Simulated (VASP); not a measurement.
# TiN (Osbornite): single point with PBEsol

Crystal: TiN (Osbornite).

```xyz
2
Lattice="0.0000 2.1065 2.1065 2.1065 0.0000 2.1065 2.1065 2.1065 0.0000" Properties=species:S:1:pos:R:3 pbc="T T T"
Ti    0.0000    0.0000    0.0000
N     2.1065    2.1065    2.1065
```

| Item | Value |
| --- | --- |
| Program | VASP 6.6.1 |
| Task | single point |
| Functional | PBEsol |
| Potentials or basis | VASP PAW PBE potentials, release 64 (Ti_sv, N) |
| Cutoff | 520 eV |
| k mesh | 9 × 9 × 9 |
| Occupations | methfessel-paxton, width 0.2 eV |
| Spin | no spin polarisation |
| Dipole correction | no |
| Further INCAR settings | ALGO = Normal; EDIFF = 1e-06; NBANDS = 16 |

```yaml
Pressure: -1.5 GPa
```

Levels at points of the mesh, in eV from the Fermi level:
```tsv
k point	band 5	band 6	band 7	band 8	band 9	band 10	band 11	band 12	band 13	band 14
(0.00, 0.00, 0.00)	-17.08	-1.96	-1.96	-1.96	-0.57	-0.57	-0.57	0.67	0.67	5.70
```

It took 33 s on 1 thread of AMD EPYC 7R13, on a shared host, peak memory 0.11 GiB.

Caveat: the PAW data sets were made with another functional, which shifts forces and pressure a little.
